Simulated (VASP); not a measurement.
# MgCd3 (Fm-3m) in VASP: a series of runs, part 2 of 2

VASP 6.6.1. Earlier steps stand in the parts before.

### 4 Single point, LDA

The input, INCAR:

```
PREC = Accurate ; ENCUT = 520
EDIFF = 1E-6 ; ISMEAR = -1
SIGMA = 0.15 ; LREAL = F
LASPH = T ; NELM = 60
ALGO = Normal ; ISIF = 2
LWAVE = F ; LCHARG = F
GGA = CA ; NBANDS = 27
```

The input, KPOINTS:

```
Automatic mesh
0
Gamma
  4 4 4
```

The input, POSCAR:

```
MgCd3
1.0
    0.0000000000      3.5403250000      3.5403250000
    3.5403250000      0.0000000000      3.5403250000
    3.5403250000      3.5403250000      0.0000000000
Mg Cd
1 3
Direct
    0.5000000000      0.5000000000      0.5000000000
    0.0000000000      0.0000000000      0.0000000000
    0.2500000000      0.2500000000      0.2500000000
    0.7500000000      0.7500000000      0.7500000000
```

Potentials or basis: VASP PAW LDA potentials, release 64 (Mg, Cd).

On the command line:

```
$ cat potpaw_LDA.64/Mg/POTCAR potpaw_LDA.64/Cd/POTCAR > POTCAR
$ mpirun -np 1 vasp_std > vasp.out
```

OUTCAR:

```text
PREC = Accurate
   ENCUT = 520
   EDIFF = 1E-6
   ISMEAR = -1
   LREAL = F
   LASPH = T
   NELM = 60
   ISIF = 2
   GGA = CA

 ion  position               nearest neighbor table
   1  0.500  0.500  0.500-   3 3.07   3 3.07   3 3.07   3 3.07   4 3.07   4 3.07   4 3.07   4 3.07
                             2 3.54   2 3.54   2 3.54   2 3.54   2 3.54   2 3.54
   2  0.000  0.000  0.000-   4 3.07   4 3.07   4 3.07   3 3.07   4 3.07   3 3.07   3 3.07   3 3.07
                             1 3.54   1 3.54   1 3.54   1 3.54   1 3.54   1 3.54
   3  0.250  0.250  0.250-   2 3.07   2 3.07   2 3.07   1 3.07   2 3.07   1 3.07   1 3.07   1 3.07
                             4 3.54   4 3.54   4 3.54   4 3.54   4 3.54   4 3.54
   4  0.750  0.750  0.750-   1 3.07   1 3.07   1 3.07   1 3.07   2 3.07   2 3.07   2 3.07   2 3.07
                             3 3.54   3 3.54   3 3.54   3 3.54   3 3.54   3 3.54

  LATTYP: Found a face centered cubic cell.
 ALAT       =     7.0806500000

  Lattice vectors:

 A1 = (   0.0000000000,   3.5403250000,   3.5403250000)
 A2 = (   3.5403250000,   0.0000000000,   3.5403250000)
 A3 = (   3.5403250000,   3.5403250000,   0.0000000000)

Analysis of symmetry for initial positions (statically):
=====================================================================
 Subroutine PRICEL returns:
 Original cell was already a primitive cell.

 Routine SETGRP: Setting up the symmetry group for a
 face centered cubic supercell.

 Subroutine GETGRP returns: Found 48 space group operations
 (whereof 48 operations were pure point group operations)
 out of a pool of 48 trial point group operations.

The static configuration has the point symmetry O_h .

Analysis of symmetry for dynamics (positions and initial velocities):
=====================================================================
 Subroutine PRICEL returns:
 Original cell was already a primitive cell.

 Routine SETGRP: Setting up the symmetry group for a
 face centered cubic supercell.

 Subroutine GETGRP returns: Found 48 space group operations
 (whereof 48 operations were pure point group operations)
 out of a pool of 48 trial point group operations.

The dynamic configuration has the point symmetry O_h .

 Subroutine INISYM returns: Found 48 space group operations
 (whereof 48 operations are pure point group operations),
 and found     1 'primitive' translations

----------------------------------------------------------------------------------------

                                     Primitive cell

  volume of cell :      88.7482

  direct lattice vectors                    reciprocal lattice vectors
     0.000000000  3.540325000  3.540325000    -0.141229972  0.141229972  0.141229972
     3.540325000  0.000000000  3.540325000     0.141229972 -0.141229972  0.141229972
     3.540325000  3.540325000  0.000000000     0.141229972  0.141229972 -0.141229972

  length of vectors
     5.006775630  5.006775630  5.006775630     0.244617487  0.244617487  0.244617487

  position of ions in fractional coordinates (direct lattice)
     0.500000000  0.500000000  0.500000000
     0.000000000  0.000000000  0.000000000
     0.250000000  0.250000000  0.250000000
     0.750000000  0.750000000  0.750000000

  ion indices of the primitive-cell ions
   primitive index   ion index
[... 27 lines left out ...]
 ===========================================

 Found      8 irreducible k-points:

 Following reciprocal coordinates:
            Coordinates               Weight
  0.000000  0.000000  0.000000      1.000000
  0.250000  0.000000  0.000000      8.000000
  0.500000  0.000000  0.000000      4.000000
  0.250000  0.250000  0.000000      6.000000
  0.500000  0.250000  0.000000     24.000000
 -0.250000  0.250000  0.000000     12.000000
  0.500000  0.500000  0.000000      3.000000
 -0.250000  0.500000  0.250000      6.000000
   k-points           NKPTS =      8   k-points in BZ     NKDIM =      8   number of bands    NBANDS=     27
   number of dos      NEDOS =    301   number of ions     NIONS =      4
   total plane-waves  NPLWV =  64000
   dimension x,y,z NGX =    40 NGY =   40 NGZ =   40
   dimension x,y,z NGXF=    80 NGYF=   80 NGZF=   80
   ions per type =               1   3
   NGX,Y,Z   is equivalent  to a cutoff of  13.28, 13.28, 13.28 a.u.
   NGXF,Y,Z  is equivalent  to a cutoff of  26.56, 26.56, 26.56 a.u.
 SYSTEM =  unknown system
   PREC   = accura    normal or accurate (medium, high low for compatibility)
   ISTART =      0    job   : 0-new  1-cont  2-samecut
   ICHARG =      2    charge: 1-file 2-atom 10-const
   ISPIN  =      1    spin polarized calculation?
   LNONCOLLINEAR =      F non collinear calculations
   LSORBIT =      F    spin-orbit coupling
   LASPH  =      T    aspherical Exc in radial PAW
   ENCUT  =  520.0 eV  38.22 Ry    6.18 a.u.   9.31  9.31  9.31*2*pi/ulx,y,z
   NELM   =     60;   NELMIN=  2; NELMDL= -5     # of ELM steps
   EDIFF  = 0.1E-05   stopping-criterion for ELM
   LREAL  =      F    real-space projection
   EDIFFG = 0.1E-04   stopping-criterion for IOM
   NSW    =      0    number of steps for IOM
   IBRION =     -1    ionic relax: 0-MD 1-quasi-New 2-CG
   NFREE  =      0    steps in history (QN), initial steepest desc. (CG)
   ISIF   =      2    stress and relaxation
   ISYM   =      2    0-nonsym 1-usesym 2-fastsym
   POTIM  = 0.5000    time-step for ionic-motion
   TEBEG  =    0.0;   TEEND  =   0.0 temperature during run
   PSTRESS=    0.0 pullay stress
   NELECT =      38.0000    total number of electrons
   NUPDOWN=      -1.0000    fix difference up-down
   EMIN   =  10.00;   EMAX   =-10.00  energy-range for DOS
   EFERMI =   0.00;   METHOD = LEGACY
   ISMEAR =    -1;   SIGMA  =   0.15  broadening in eV -4-tet -1-fermi 0-gaus
   EFERMI_NEDOS =   21; number of points for ismear=-14 and -15
   IALGO  =     38    algorithm
   IMIX   =      4    mixing-type and parameters
     AMIX     =   0.40;   BMIX     =  1.00
     AMIX_MAG =   1.60;   BMIX_MAG =  1.00
  volume/ion in A,a.u.               =      22.19       149.73
  Fermi-wavevector in a.u.,A,eV,Ry     =   1.233908  2.331749 20.715275  1.522530
  Thomas-Fermi vector in A             =   2.368620
   LORBIT       =      0    0 simple, 1 ext, 2 COOP (PROOUT), +10 PAW based schemes
   GGA     = CA    functional components
   LHFCALC =     F    Hartree Fock is set to
   AEXX    =    0.0000 exact exchange contribution
   IVDW    =     0    specifies the selected vdW correction
   LEPSILON=     F    determine dielectric tensor
   LRPA    =     F    only Hartree local field effects (RPA)
 non-spin polarized calculation
  energy-cutoff  :      520.00
  volume of cell :       88.75
 maximum number of plane-waves:      2421
 NGX is ok and might be reduce to    40
   NGX = 19   NGY = 19   NGZ = 19

 number of electron      38.0000002 magnetization

 Free energy of the ion-electron system (eV)
  ---------------------------------------------------
  ext. energy  EPLUGINS =         0.00000000
  ---------------------------------------------------
  free energy    TOTEN  =        -6.47977577 eV

  energy without entropy =       -6.37706405  energy(sigma->0) =       -6.42841991

 E-fermi :   2.5029     XC(G=0): -10.6236

 val. band max:        2.3265654556   @ k =   0.5000   0.5000   0.0000
 cond. band min:       2.5845203215   @ k =  -0.2500   0.2500   0.0000
 fundamental gap:      0.2579548659
 Fermi energy:         2.5029088902

 k-point     1 :       0.0000    0.0000    0.0000
  band No.  band energies     occupation
      1      -6.7807      2.00000
      2      -6.7807      2.00000
      3      -6.5418      2.00000
      4      -6.5418      2.00000
      5      -6.5418      2.00000
      6      -6.4967      2.00000
[... 229 lines left out ...]
     26      10.8571      0.00000
     27      10.9749      0.00000

------------------------ aborting loop because EDIFF is reached ----------------------------------------

  FORCE on cell =-STRESS in cart. coord.  units (eV):
  Direction    XX          YY          ZZ          XY          YZ          ZX
  --------------------------------------------------------------------------------------
  -------------------------------------------------------------------------------------
  Total       -2.6045524     -2.6045524     -2.6045524     -0.0000000     -0.0000000      0.0000000
  in kB      -47.0201806    -47.0201806    -47.0201806     -0.0000000     -0.0000000      0.0000000
  external PRESSURE =     -47.0201806 kB  Pullay stress =       0.0000000 kB

 VOLUME and BASIS-vectors are now :
 -----------------------------------------------------------------------------
  energy-cutoff  :      520.00
  volume of cell :       88.75
      direct lattice vectors                 reciprocal lattice vectors
     0.000000000  3.540325000  3.540325000    -0.141229972  0.141229972  0.141229972
     3.540325000  0.000000000  3.540325000     0.141229972 -0.141229972  0.141229972
     3.540325000  3.540325000  0.000000000     0.141229972  0.141229972 -0.141229972

 POSITION                                       TOTAL-FORCE (eV/Angst)
 -----------------------------------------------------------------------------------
      3.54033      3.54033      3.54033        -0.000000      0.000000     -0.000000
      0.00000      0.00000      0.00000        -0.000000      0.000000     -0.000000
      1.77016      1.77016      1.77016         0.000000      0.000000      0.000000
      5.31049      5.31049      5.31049        -0.000000     -0.000000     -0.000000
 -----------------------------------------------------------------------------------
    total drift:                               -0.000000     -0.000000      0.000000

  FREE ENERGIE OF THE ION-ELECTRON SYSTEM (eV)
  ---------------------------------------------------
  free  energy   TOTEN  =        -6.4797757713 eV

  energy  without entropy=       -6.3770640483  energy(sigma->0) =       -6.42841991
```

OSZICAR:

```text
N       E                     dE             d eps       ncg     rms          rms(c)
DAV:   1     0.277965309186E+03    0.27797E+03   -0.19276E+04   432   0.135E+03
DAV:   2     0.188999547538E+01   -0.27608E+03   -0.26369E+03   447   0.355E+02
DAV:   3    -0.671830830528E+01   -0.86083E+01   -0.85812E+01   508   0.701E+01
DAV:   4    -0.674229691598E+01   -0.23989E-01   -0.23982E-01   486   0.351E+00
DAV:   5    -0.674238869351E+01   -0.91778E-04   -0.91778E-04   486   0.206E-01    0.483E+00
DAV:   6    -0.651299990248E+01    0.22939E+00   -0.59269E-01   478   0.753E+00    0.406E+00
DAV:   7    -0.648710451373E+01    0.25895E-01   -0.39424E-02   453   0.134E+00    0.220E+00
DAV:   8    -0.647979631418E+01    0.73082E-02   -0.70970E-03   464   0.749E-01    0.131E-01
DAV:   9    -0.647978434947E+01    0.11965E-04   -0.20521E-04   473   0.126E-01    0.423E-02
DAV:  10    -0.647977608975E+01    0.82597E-05   -0.18213E-05   456   0.496E-02    0.963E-03
DAV:  11    -0.647977577126E+01    0.31849E-06   -0.15972E-06   251   0.179E-02
   1 F= -.64797758E+01 E0= -.64284199E+01  d E =-.102712E+00
```

It took 9.1 s on 1 thread of Intel Xeon 6975P-C (Granite Rapids), shared host; peak memory 0.19 GiB.

What came out:

* Free energy: -6.4798 eV
* Pressure: -4.7 GPa
* Band gap on the k mesh: zero (band 19 reaches 4.13 eV, above the bottom of band 20 at 1.06 eV)

Caveat: the k points lie up to 0.38 Å⁻¹ apart.

### 5 Single point, LDA

The input, INCAR:

```
  PREC = Accurate
  ENCUT = 520
  EDIFF = 1E-6
  ISMEAR = -1
  SIGMA = 0.15
  LREAL = False
  LASPH = True
  NELM = 100
  ALGO = Normal
  ISIF = 2
  LWAVE = False
  LCHARG = False
  NBANDS = 27
```

The input, KPOINTS:

```
regular mesh
0
Gamma
  5 5 5
```

POSCAR is that of step 4.

On the command line:

```
$ cat potpaw_LDA.64/Mg/POTCAR potpaw_LDA.64/Cd/POTCAR > POTCAR
$ mpirun -np 1 vasp_std > vasp.out
```

Run time: 13 s. Hardware: 1 thread of Intel Xeon 6975P-C (Granite Rapids), shared host; peak memory 0.2 GiB.

The run converged. Its results:

```
Free energy            : -6.5439 eV
Pressure               : -5.1 GPa
Band gap on the k mesh : zero (band 19 reaches 4.13 eV, above the bottom of band 20 at 1.15 eV)
```

Levels at points of the mesh, in eV from the Fermi level:
| k point | band 16 | band 17 | band 18 | band 19 | band 20 | band 21 | band 22 | band 23 |
| --- | --- | --- | --- | --- | --- | --- | --- | --- |
| (0.00, 0.00, 0.00) | -8.27 | 1.07 | 1.67 | 1.67 | 1.67 | 1.90 | 2.54 | 2.54 |

### 6 Summary

```csv
k mesh,gap on the mesh (eV),pressure (GPa)
2 × 2 × 2,none,-1.2
3 × 3 × 3,none,-4.4
4 × 4 × 4,none,-4.7
5 × 5 × 5,none,-5.1
```

Alike in all rows: task single point; level LDA; potentials or basis VASP PAW LDA potentials, release 64 (Mg, Cd); no spin polarisation; cell as given; cutoff (eV) 520; smearing fermi-dirac 0.15 eV.

Caveats: some runs use coarse meshes.

Total energies depend on the potentials used, so only differences within one code and one set of settings carry meaning.
